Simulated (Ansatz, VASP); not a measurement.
**Al6H: VASP beside Ansatz**

INCAR

```
ALGO = Normal
DIPOL = 0.5 0.5 0.301
EDIFF = 1E-6
ENCUT = 520
GGA = PE
IDIPOL = 3
ISIF = 2
ISMEAR = 0
LASPH = T
LCHARG = F
LDIPOL = T
LREAL = F
LWAVE = F
NBANDS = 32
NELM = 60
PREC = Accurate
SIGMA = 0.1
```

File KPOINTS:

```
k-points
0
Gamma
  5 5 1
```

File POSCAR:

```
Al6H
1.0
    5.7135165837      0.0000000000      0.0000000000
    0.0000000000      5.7135165837      0.0000000000
    0.0000000000      0.0000000000     22.1746954375
Al H
12 2
Direct
    0.2500000000      0.2500000000      0.1803857921
    0.2500000000      0.7500000000      0.1803857921
    0.7500000000      0.2500000000      0.1803857921
    0.7500000000      0.7500000000      0.1803857921
    0.0000000000      0.0000000000      0.2744050924
    0.0000000000      0.5000000000      0.2744050924
    0.5000000000      0.0000000000      0.2744050924
    0.5000000000      0.5000000000      0.2744050924
    0.2500000000      0.2500000000      0.3686497278
    0.2500000000      0.7500000000      0.3686497278
    0.7500000000      0.2500000000      0.3686497278
    0.7500000000      0.7500000000      0.3686497278
    0.0000000000     -0.0804233248      0.4610974462
    0.0000000000      0.0804233248      0.4610974462
```

Input for Ansatz:

```yaml
crystal:
  lattice:
    - [5.7135165837, 0.0, 0.0]
    - [0.0, 5.7135165837, 0.0]
    - [0.0, 0.0, 22.1746954375]
  atoms:
    - { symbol: Al, position: [0.25, 0.25, 0.1803857921] }
    - { symbol: Al, position: [0.25, 0.75, 0.1803857921] }
    - { symbol: Al, position: [0.75, 0.25, 0.1803857921] }
    - { symbol: Al, position: [0.75, 0.75, 0.1803857921] }
    - { symbol: Al, position: [0.0, 0.0, 0.2744050924] }
    - { symbol: Al, position: [0.0, 0.5, 0.2744050924] }
    - { symbol: Al, position: [0.5, 0.0, 0.2744050924] }
    - { symbol: Al, position: [0.5, 0.5, 0.2744050924] }
    - { symbol: Al, position: [0.25, 0.25, 0.3686497278] }
    - { symbol: Al, position: [0.25, 0.75, 0.3686497278] }
    - { symbol: Al, position: [0.75, 0.25, 0.3686497278] }
    - { symbol: Al, position: [0.75, 0.75, 0.3686497278] }
    - { symbol: H, position: [0.0, -0.0804233248, 0.4610974462] }
    - { symbol: H, position: [0.0, 0.0804233248, 0.4610974462] }
basis:
  ecutwfc: 420
kpoints:
  mp_grid: { grid: [5, 5, 1] }
hamiltonian:
  xc: pbe
  pseudopotentials: { kind: paw, azcp: { folder: soft_1 } }
scf:
  occupations: { method: gaussian, width: 0.1 }
output:
  forces: true
  eigenvalues: true
efield:
  axis: 3
  dipole_correction: true
  ramp_width: 0.04
```

Alike in both runs: task single point; functional PBE; k mesh 5 × 5 × 1; occupations gaussian, width 0.1 eV; no spin polarisation.

```csv
,VASP,Ansatz
version,VASP 6.6.1,Ansatz 0.2.0
potentials or method,"VASP PAW PBE potentials, release 64 (Al, H), cutoff 520 eV","scalar-relativistic, plane waves, PAW"
valence electrons in the cell,38,38
```

Ansatz gave:

* gap on the k mesh at the Fermi level (eV): none
* rms of the force components (eV/Å): 0.630

Problem. Estimate VASP's values.

Solution. gap on the k mesh at the Fermi level (eV): none; rms of the force components (eV/Å): 0.631.

Atom by atom the forces differ by 0.001 eV/Å (rms over components). A gap of «none» marks a metal or a gap that the smearing closes.
